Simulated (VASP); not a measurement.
AlN: single point with LDA

Crystal: AlN.

```
Al N
1.0
     3.13873    0.00000    0.00000
    -1.56936    2.71822    0.00000
     0.00000    0.00000    5.02217
Al N
2 2
Direct
  0.33333 0.66667 0.00000
  0.66667 0.33333 0.50000
  0.33333 0.66667 0.38000
  0.66667 0.33333 0.88000
```

```yaml
Program: VASP 6.6.1
Task: single point
Functional: LDA
Potentials_or_basis: VASP PAW LDA potentials, release 64 (Al, N)
Cutoff: 520 eV
k_mesh: 12 × 12 × 4
Occupations: gaussian, width 0.01 eV
Spin: no spin polarisation
```

The pressure is -8.7 GPa, the largest force is 0.101 eV/Å and the band gap on the k mesh is 4.03 eV.

Forces on the atoms (eV/Å):
```
Al   0.000  0.000 -0.101
Al   0.000  0.000 -0.101
N    0.000  0.000  0.101
N    0.000  0.000  0.101
```

Stress tensor (GPa, compression positive):
```
-9.33  0.00  0.00
 0.00 -9.33  0.00
 0.00  0.00 -7.50
```

Levels at points of the mesh, in eV from the valence-band top:
| k point | band 4 | band 5 | band 6 | band 7 | band 8 | band 9 | band 10 | band 11 | band 12 | band 13 |
| --- | --- | --- | --- | --- | --- | --- | --- | --- | --- | --- |
| (0.00, 0.00, 0.00) | -0.82 | -0.82 | -0.17 | -0.17 | 0.00 | 4.03 | 6.34 | 10.28 | 10.79 | 10.79 |
| (0.50, 0.00, 0.00) | -4.11 | -3.31 | -2.04 | -1.76 | -0.65 | 5.59 | 5.64 | 7.89 | 9.99 | 10.59 |
| (0.00, 0.00, 0.50) | -3.28 | -0.51 | -0.51 | -0.51 | -0.51 | 6.21 | 6.21 | 9.96 | 9.96 | 11.11 |
| (0.50, 0.00, 0.50) | -5.53 | -1.43 | -1.43 | -1.34 | -1.34 | 5.12 | 5.12 | 8.96 | 8.96 | 11.40 |

Wall time 39 s on 1 thread of Intel Xeon 8259CL, on a shared host, peak memory 0.16 GiB.

Caveat: the cell stands under tension. A k mesh can miss the band edges.
